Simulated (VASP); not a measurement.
Here is a VASP 6.6.1 calculation.

Contents of INCAR:

```
PREC = Accurate ; ENCUT = 520
EDIFF = 1E-6 ; ISMEAR = 0
SIGMA = 0.05 ; LREAL = F
LASPH = T ; NELM = 80
ALGO = Normal ; ISIF = 2
LWAVE = F ; LCHARG = T
GGA = PE ; LELF = T
LVHAR = T ; NBANDS = 35
```

The input KPOINTS:

```
Automatic mesh
0
Gamma
  6 6 8
```

The input POSCAR:

```
SnO2
1.0
    4.8277049966      0.0000000000      0.0000000000
    0.0000000000      4.8277049966      0.0000000000
    0.0000000000      0.0000000000      3.2379909407
Sn O
2 4
Direct
    0.0000000000      0.0000000000      0.0154416738
    0.5000000000      0.5000000000      0.5000000000
    0.3066050867      0.3066050867      0.0000000000
    0.1933949133      0.8066050867      0.5000000000
    0.6933949133      0.6933949133      0.0000000000
    0.8066050867      0.1933949133      0.5000000000
```

Potentials or basis: VASP PAW PBE potentials, release 64 (Sn_d, O).

Launch:

```bash
$ cat potpaw_PBE.64/Sn_d/POTCAR potpaw_PBE.64/O/POTCAR > POTCAR
$ mpirun -np 1 vasp_std > vasp.out
```

What does it give for the pressure?

0.8 GPa.

Estimate the largest force.

0.886 eV/Å.

Predict the band gap on the k mesh.

0.67 eV, direct.

Stress tensor (GPa, compression positive):
```
 0.64 -0.16  0.00
-0.16  0.64  0.00
 0.00  0.00  1.08
```

Caveat: the cell differs from its parent crystal (atom 1 (Sn) moved -0.050 Å towards its neighbour atom 1 (Sn) at 3.238 Å); spin-orbit coupling is left out, which moves the levels of the heavy elements.
